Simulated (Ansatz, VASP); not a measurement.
Two plane-wave programs on IrSe

```
Ir Se
1.0
     0.00000    2.57418    2.57418
     2.57418    0.00000    2.57418
     2.57418    2.57418    0.00000
Ir Se
1 1
Direct
  0.50000 0.50000 0.50000
  0.00000 0.00000 0.00000
```

Alike in both runs: task single point; functional r2SCAN; k mesh 12 × 12 × 12; occupations gaussian, width 0.05 eV; no spin polarisation.

|  | VASP | Ansatz |
| --- | --- | --- |
| version | VASP 6.6.1 | Ansatz 0.2.0 |
| potentials or method | VASP PAW PBE potentials, release 64 (Ir, Se), cutoff 520 eV | scalar-relativistic, plane waves, PAW |
| valence electrons in the cell | 15 | 33 |

Ansatz gave:

| Property | Result |
| --- | --- |
| gap on the k mesh at the Fermi level (eV) | none |
| pressure (GPa) | 0.3 |

Q: Estimate VASP's values.

A: gap on the k mesh at the Fermi level (eV): none; pressure (GPa): 1.1.

VASP's potentials were made for PBE, not for r2SCAN. A gap of «none» marks a metal or a gap that the smearing closes. VASP's potentials hold 15 valence electrons a cell and Ansatz's 33, so a difference there can come from the potentials and not from the codes.

Neither program's run includes spin-orbit coupling.
